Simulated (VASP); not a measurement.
# BeTe in VASP: notebook

BeTe is run at these levels: r2SCAN; tasks: single point.

Program: VASP 6.6.1. These are calculated values, not measurements. Logs are shortened: lines on timing, memory, paths and dates and some standing lists are left out, and cuts for length are marked.

### Step 1. The cell of the first run

The structure is cubic, space group F-43m (No. 216). Conventional cell: a = 5.657 Å, b = 5.657 Å, c = 5.657 Å, α = 90.00°, β = 90.00°, γ = 90.00°. Be (site symmetry -43m) has 4 Te at 2.45 Å within 3.2 Å. Te (site symmetry -43m) has 4 Be at 2.45 Å within 3.2 Å.

### Step 2. Single point, r2SCAN

Contents of POSCAR:

```
BeTe
1.0
    2.8284062986      2.8284062986      0.0000000000
   -2.8284062986      2.8284062986      0.0000000000
    0.0000000000      2.8284062986      2.8284062986
Be Te
1 1
Direct
    0.0000000000      0.0000000000      0.0000000000
    0.7500000000      0.2500000000      0.5000000000
```

Contents of INCAR.step1:

```
PREC = Accurate ; ENCUT = 520
ISMEAR = 0 ; SIGMA = 0.01
LREAL = F ; LASPH = T
NELM = 60 ; NBANDS = 11
GGA = PE ; ALGO = Normal
EDIFF = 1E-4 ; LWAVE = T
LCHARG = F
```

Contents of INCAR.step2:

```
PREC = Accurate ; ENCUT = 520
EDIFF = 1E-6 ; ISMEAR = 0
SIGMA = 0.01 ; LREAL = F
LASPH = T ; NELM = 60
ALGO = Normal ; ISIF = 2
LWAVE = F ; LCHARG = F
METAGGA = R2SCAN ; LMIXTAU = T
NBANDS = 11 ; ISTART = 1
```

Contents of KPOINTS:

```
regular mesh
0
Gamma
  8 8 8
```

Potentials or basis: VASP PAW PBE potentials, release 64 (Be, Te).

Started as:

```sh
cat potpaw_PBE.64/Be/POTCAR potpaw_PBE.64/Te/POTCAR > POTCAR
cp INCAR.step1 INCAR
mpirun -np 1 vasp_std > vasp.out
cp INCAR.step2 INCAR
mpirun -np 1 vasp_std > vasp.out
```

OUTCAR:

```text
PREC = Accurate
   ENCUT = 520
   EDIFF = 1E-6
   ISMEAR = 0
   LREAL = F
   LASPH = T
   NELM = 60
   ISIF = 2
   METAGGA = R2SCAN
   ISTART = 1

 ion  position               nearest neighbor table
   1  0.000  0.000  0.000-   2 2.45   2 2.45   2 2.45   2 2.45
   2  0.750  0.250  0.500-   1 2.45   1 2.45   1 2.45   1 2.45

  LATTYP: Found a face centered cubic cell.
 ALAT       =     5.6568125972

  Lattice vectors:

 A1 = (   0.0000000000,   2.8284062986,   2.8284062986)
 A2 = (   2.8284062986,   0.0000000000,   2.8284062986)
 A3 = (   2.8284062986,   2.8284062986,   0.0000000000)

Analysis of symmetry for initial positions (statically):
=====================================================================
 Subroutine PRICEL returns:
 Original cell was already a primitive cell.

 Routine SETGRP: Setting up the symmetry group for a
 face centered cubic supercell.

 Subroutine GETGRP returns: Found 24 space group operations
 (whereof 24 operations were pure point group operations)
 out of a pool of 48 trial point group operations.

The static configuration has the point symmetry T_d .

Analysis of symmetry for dynamics (positions and initial velocities):
=====================================================================
 Subroutine PRICEL returns:
 Original cell was already a primitive cell.

 Routine SETGRP: Setting up the symmetry group for a
 face centered cubic supercell.

 Subroutine GETGRP returns: Found 24 space group operations
 (whereof 24 operations were pure point group operations)
 out of a pool of 48 trial point group operations.

The dynamic configuration has the point symmetry T_d .

 Subroutine INISYM returns: Found 24 space group operations
 (whereof 24 operations are pure point group operations),
 and found     1 'primitive' translations

----------------------------------------------------------------------------------------

                                     Primitive cell

  volume of cell :      45.2538

  direct lattice vectors                    reciprocal lattice vectors
     2.828406299  2.828406299  0.000000000     0.176777997  0.176777997 -0.176777997
    -2.828406299  2.828406299  0.000000000    -0.176777997  0.176777997 -0.176777997
     0.000000000  2.828406299  2.828406299     0.000000000  0.000000000  0.353555994

  length of vectors
     3.999970547  3.999970547  3.999970547     0.306188472  0.306188472  0.353555994

  position of ions in fractional coordinates (direct lattice)
     0.000000000  0.000000000  0.000000000
     0.750000000  0.250000000  0.500000000
[... 81 lines left out ...]
   IBRION =     -1    ionic relax: 0-MD 1-quasi-New 2-CG
   NFREE  =      0    steps in history (QN), initial steepest desc. (CG)
   ISIF   =      2    stress and relaxation
   ISYM   =      2    0-nonsym 1-usesym 2-fastsym
   POTIM  = 0.5000    time-step for ionic-motion
   TEBEG  =    0.0;   TEEND  =   0.0 temperature during run
   PSTRESS=    0.0 pullay stress
   NELECT =       8.0000    total number of electrons
   NUPDOWN=      -1.0000    fix difference up-down
   EMIN   =  10.00;   EMAX   =-10.00  energy-range for DOS
   EFERMI =   0.00;   METHOD = LEGACY
   ISMEAR =     0;   SIGMA  =   0.01  broadening in eV -4-tet -1-fermi 0-gaus
   EFERMI_NEDOS =   21; number of points for ismear=-14 and -15
   IALGO  =     38    algorithm
   IMIX   =      4    mixing-type and parameters
     AMIX     =   0.40;   BMIX     =  1.00
     AMIX_MAG =   1.60;   BMIX_MAG =  1.00
  volume/ion in A,a.u.               =      22.63       152.69
  Fermi-wavevector in a.u.,A,eV,Ry     =   0.918797  1.736275 11.485881  0.844188
  Thomas-Fermi vector in A             =   2.043919
   LORBIT       =      0    0 simple, 1 ext, 2 COOP (PROOUT), +10 PAW based schemes
   METAGGA = R2SCAN    functional components
   LHFCALC =     F    Hartree Fock is set to
   AEXX    =    0.0000 exact exchange contribution
   IVDW    =     0    specifies the selected vdW correction
   LEPSILON=     F    determine dielectric tensor
   LRPA    =     F    only Hartree local field effects (RPA)
 non-spin polarized calculation
 Gauss-broadening in eV      SIGMA  =   0.01
  energy-cutoff  :      520.00
  volume of cell :       45.25
 maximum number of plane-waves:      1243
 NGX is ok and might be reduce to    30
   NGX = 15   NGY = 15   NGZ = 15

 number of electron       8.0000000 magnetization

 Free energy of the ion-electron system (eV)
  ---------------------------------------------------
  ext. energy  EPLUGINS =         0.00000000
  ---------------------------------------------------
  free energy    TOTEN  =       -30.68490518 eV

  energy without entropy =      -30.68490518  energy(sigma->0) =      -30.68490518

 E-fermi :   4.8409     XC(G=0):  -9.4238

 val. band max:        4.7889534896   @ k =   0.0000   0.0000   0.0000
 cond. band min:       7.1573030324   @ k =   0.5000   0.5000   0.0000
 fundamental gap:      2.3683495428
 Fermi energy:         4.8409362852

 k-point     1 :       0.0000    0.0000    0.0000
  band No.  band energies     occupation
      1      -7.9081      2.00000
      2       4.7889      2.00000
      3       4.7889      2.00000
      4       4.7890      2.00000
      5       8.8191      0.00000
      6       8.8191      0.00000
      7       8.8191      0.00000
      8       9.1969      0.00000
      9      13.8045      0.00000
     10      15.5097      0.00000
     11      15.5097      0.00000
[... 309 lines left out ...]
 k-point    24 :       0.5000    0.2500    0.1250
  band No.  band energies     occupation
      1      -6.2460      2.00000
      2      -0.4610      2.00000
      3       1.8446      2.00000
      4       2.8608      2.00000
      5       9.4771      0.00000
      6       9.5759      0.00000
      7      12.0223      0.00000
      8      13.1759      0.00000
      9      13.8269      0.00000
     10      17.0713      0.00000
     11      17.4381      0.00000

 [... further k-points ...]
[... 5 lines left out ...]
  --------------------------------------------------------------------------------------
  -------------------------------------------------------------------------------------
  Total        0.0501933      0.0501933      0.0501933      0.0000000      0.0000000      0.0000000
  in kB        1.7770543      1.7770543      1.7770543      0.0000000      0.0000000      0.0000000
  external PRESSURE =       1.7770543 kB  Pullay stress =       0.0000000 kB

 VOLUME and BASIS-vectors are now :
 -----------------------------------------------------------------------------
  energy-cutoff  :      520.00
  volume of cell :       45.25
      direct lattice vectors                 reciprocal lattice vectors
     2.828406299  2.828406299  0.000000000     0.176777997  0.176777997 -0.176777997
    -2.828406299  2.828406299  0.000000000    -0.176777997  0.176777997 -0.176777997
     0.000000000  2.828406299  2.828406299     0.000000000  0.000000000  0.353555994

 POSITION                                       TOTAL-FORCE (eV/Angst)
 -----------------------------------------------------------------------------------
      0.00000      0.00000      0.00000         0.000000     -0.000000      0.000000
      1.41420      4.24261      1.41420        -0.000000      0.000000     -0.000000
 -----------------------------------------------------------------------------------
    total drift:                               -0.000000      0.000000      0.000000

  FREE ENERGIE OF THE ION-ELECTRON SYSTEM (eV)
  ---------------------------------------------------
  free  energy   TOTEN  =       -30.6849051766 eV

  energy  without entropy=      -30.6849051766  energy(sigma->0) =      -30.68490518
```

OUTCAR.step1:

```text
PREC = Accurate
   ENCUT = 520
   ISMEAR = 0
   LREAL = F
   LASPH = T
[... 557 lines left out ...]
 -----------------------------------------------------------------------------------
      0.00000      0.00000      0.00000         0.000000      0.000000     -0.000000
      1.41420      4.24261      1.41420        -0.000000     -0.000000      0.000000
 -----------------------------------------------------------------------------------
    total drift:                               -0.000000      0.000000      0.000000

  FREE ENERGIE OF THE ION-ELECTRON SYSTEM (eV)
  ---------------------------------------------------
  free  energy   TOTEN  =        -7.6242010843 eV

  energy  without entropy=       -7.6242010843  energy(sigma->0) =       -7.62420108
```

Run time: 38 s. Hardware: 1 thread of Intel Xeon 6975P-C, shared host; peak memory 0.18 GiB.

What came out:

| Quantity | Value |
| --- | --- |
| Free energy | -30.6849 eV |
| Pressure | 0.2 GPa |
| Band gap on the k mesh | 2.37 eV, indirect (least direct gap 4.03 eV) |

Caveat: the PAW data sets were made with another functional, which shifts forces and pressure a little; spin-orbit coupling is left out, which moves the levels of the heavy elements. A k mesh can miss the band edges.

[end of part 1 of 2]
